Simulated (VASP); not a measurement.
Crystal: Mg9Zn7O16.

```
O Mg Zn
1.0
     8.47344    0.00000    0.00000
     0.00000    8.47344    0.00000
     0.00000    0.00000    8.47344
O Mg Zn
32 18 14
Direct
  0.25092 0.00231 0.00082
  0.25367 0.99954 0.49665
  0.24891 0.49726 0.00610
  0.25199 0.49919 0.49989
  0.75427 0.99681 0.00134
  0.75052 0.99942 0.50164
  0.75129 0.49843 0.00148
  0.75365 0.50198 0.50409
  0.99628 0.25110 0.00039
  0.99809 0.25218 0.49870
  0.00322 0.74818 0.99515
  0.00276 0.75089 0.50071
  0.50160 0.25043 0.00324
  0.50007 0.25068 0.49696
  0.49705 0.74846 0.99897
  0.50503 0.74894 0.50167
  0.00026 0.00097 0.25103
  0.99783 0.99670 0.75156
  0.00161 0.50397 0.25218
  0.99764 0.49875 0.75042
  0.49716 0.00132 0.24871
  0.50337 0.99356 0.74904
  0.49771 0.49916 0.24747
  0.50082 0.50035 0.74977
  0.24979 0.24981 0.24754
  0.25328 0.24906 0.74642
  0.25002 0.75232 0.25145
  0.24831 0.75025 0.75082
  0.74599 0.24965 0.25304
  0.74824 0.25483 0.74868
  0.74912 0.74805 0.25086
  0.74769 0.75261 0.74968
  0.99715 0.99913 0.99434
  0.00142 0.50458 0.00133
  0.99855 0.50233 0.50266
  0.50067 0.00088 0.00220
  0.49812 0.00394 0.50177
  0.24901 0.24791 0.00031
  0.24794 0.25258 0.50432
  0.25360 0.75121 0.99877
  0.74684 0.75005 0.50015
  0.24960 0.00211 0.24898
  0.24987 0.50204 0.74991
  0.75477 0.50222 0.25039
  0.00005 0.24524 0.25230
  0.00005 0.74815 0.25232
  0.00368 0.74562 0.74644
  0.49728 0.25138 0.74892
  0.49783 0.75245 0.24696
  0.49957 0.74923 0.75120
  0.00401 0.00279 0.49721
  0.49778 0.49564 0.99897
  0.50101 0.50338 0.50515
  0.24913 0.74756 0.49772
  0.74826 0.24543 0.00106
  0.75041 0.25090 0.49966
  0.74967 0.74877 0.00202
  0.25112 0.00108 0.74937
  0.24984 0.49795 0.24834
  0.75543 0.99618 0.25085
  0.74863 0.99850 0.75013
  0.75376 0.49975 0.75152
  0.00017 0.24571 0.74922
  0.49652 0.25214 0.25156
```

```yaml
Program: VASP 6.6.1
Task: relaxation of volume and atoms at fixed shape
Functional: PBEsol
Potentials_or_basis: VASP PAW PBE potentials, release 64 (O, Mg, Zn)
Cutoff: 600 eV
k_mesh: 1 × 1 × 1, shifted
Occupations: fermi-dirac, width 0.05 eV
Spin: no spin polarisation
```

At the start: pressure 0.7 GPa; volume 9.51 Å³/atom.

Question: How do energy, volume and symmetry change on relaxing?

Answer: Over 10 steps the energy falls by 10.4 meV/atom; space group P1 (No. 1, to 0.1 Å) before and after.

Step by step:
```csv
step,energy change (eV),largest force (eV/Å),pressure (GPa),volume (Å³)
1,0.0000,1.1738,0.67,608.39
2,-0.5594,0.3119,-0.81,611.91
3,-0.5724,0.3262,-1.06,612.55
4,-0.6355,0.1734,0.38,607.17
5,-0.6369,0.1480,0.65,606.18
6,-0.6546,0.0759,0.02,608.39
7,-0.6551,0.0784,-0.09,608.81
8,-0.6601,0.0485,-0.07,608.70
9,-0.6619,0.0444,-0.04,608.59
10,-0.6636,0.0224,0.05,608.25
```

Final structure:
```
CELL_PARAMETERS angstrom
8.47279 0.00000 0.00000
0.00000 8.47279 0.00000
0.00000 0.00000 8.47279
ATOMIC_POSITIONS crystal
O 0.25024 0.00019 0.00292
O 0.25283 0.00296 0.49759
O 0.24689 0.49934 0.99756
O 0.24748 0.49736 0.50236
O 0.75026 0.99983 0.00048
O 0.74834 0.99824 0.49967
O 0.75218 0.49937 0.00274
O 0.75264 0.50221 0.49775
O 0.00303 0.24943 0.00274
O 0.00285 0.25237 0.49787
O 0.00293 0.75002 0.00004
O 0.99773 0.74744 0.49999
O 0.49728 0.24687 0.99764
O 0.49752 0.24736 0.50308
O 0.49758 0.75314 0.99998
O 0.50325 0.75347 0.50058
O 0.00235 0.99947 0.24717
O 0.00037 0.99765 0.75229
O 0.99620 0.49987 0.24990
O 0.00283 0.50319 0.75032
O 0.49761 0.99684 0.25002
O 0.50074 0.99986 0.75024
O 0.50177 0.50205 0.25024
O 0.49814 0.50032 0.75041
O 0.24718 0.24755 0.25015
O 0.25333 0.25310 0.75011
O 0.25007 0.75209 0.24770
O 0.25083 0.74703 0.75250
O 0.75147 0.25204 0.25070
O 0.74870 0.25067 0.75015
O 0.74991 0.74655 0.25322
O 0.75015 0.74937 0.74761
Mg 0.99939 0.00024 0.99945
Mg 0.99929 0.49933 0.99982
Mg 0.99994 0.49978 0.50042
Mg 0.50105 0.00008 0.00038
Mg 0.50074 0.00065 0.50001
Mg 0.25033 0.24984 0.00021
Mg 0.25035 0.25011 0.50024
Mg 0.25033 0.74956 0.00004
Mg 0.75045 0.75026 0.50046
Mg 0.25006 0.99989 0.25027
Mg 0.25049 0.50004 0.74974
Mg 0.74863 0.49905 0.25026
Mg 0.99904 0.24929 0.25050
Mg 0.99994 0.74980 0.25023
Mg 0.00043 0.75070 0.74985
Mg 0.50149 0.25053 0.75031
Mg 0.49993 0.74919 0.25027
Mg 0.50088 0.74974 0.75028
Zn 0.00078 0.00001 0.49962
Zn 0.49924 0.49994 0.00032
Zn 0.50022 0.50041 0.50053
Zn 0.25060 0.75022 0.50023
Zn 0.75012 0.24972 0.00065
Zn 0.75021 0.25038 0.50031
Zn 0.75060 0.74938 0.00076
Zn 0.25131 0.00018 0.75083
Zn 0.24839 0.49974 0.24988
Zn 0.74990 0.99914 0.25037
Zn 0.75010 0.99960 0.74984
Zn 0.75085 0.50023 0.75016
Zn 0.00111 0.25043 0.75027
Zn 0.49903 0.24924 0.25030
```

Caveat: the PAW data sets were made with another functional, which shifts forces and pressure a little.
